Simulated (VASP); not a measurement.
## La: single point with PBEsol

La:

```
CELL_PARAMETERS angstrom
-3.97235 3.98352 1.71344
3.98352 -3.97235 1.71344
2.15861 2.15861 -1.69297
ATOMIC_POSITIONS crystal
La 0.99805 0.00195 0.00000
La 0.75195 0.24805 0.50000
```

```json
{
  "Program": "VASP 6.6.1",
  "Task": "single point",
  "Functional": "PBEsol",
  "Potentials or basis": "VASP PAW PBE potentials, release 64 (La)",
  "Cutoff": "520 eV",
  "k mesh": "12 × 12 × 11",
  "Occupations": "fermi-dirac, width 0.1 eV",
  "Spin": "no spin polarisation",
  "Dipole correction": "no",
  "Further INCAR settings": "ALGO = Normal; EDIFF = 1e-06; NBANDS = 18"
}
```

- Pressure: 4.3 GPa
- Largest force: 0.038 eV/Å
- Band gap on the k mesh: zero (bands 11 and 12 overlap by 1.50 eV)

Forces in eV/Å, atoms in the order of the input:
```
La  -0.027  0.027  0.000
La   0.027 -0.027  0.000
```

Stress tensor (GPa, compression positive):
```
 4.21  0.32 -0.11
 0.32  4.21 -0.11
-0.11 -0.11  4.54
```

Levels at points of the mesh, in eV from the Fermi level:
```
           k point  band 8  band 9  band 10  band 11  band 12  band 13  band 14  band 15
(0.00, 0.00, 0.00)  -14.81   -2.82    -1.92     0.82     1.23     1.37     1.48     1.61
(0.50, 0.00, 0.00)  -15.14   -2.00    -1.77    -1.60     0.60     1.54     1.65     2.08
(0.50, 0.50, 0.00)  -14.87   -1.66    -1.65     0.68     0.97     1.35     1.44     1.66
```

It took 8.9 min on 1 thread of AMD EPYC 9R45 96-Core Processor (Zen 5), on a shared host, peak memory 0.58 GiB.

Caveat: the cell stands under pressure; the PAW data sets were made with another functional, which shifts forces and pressure a little; spin-orbit coupling is left out, which moves the levels of the heavy elements.
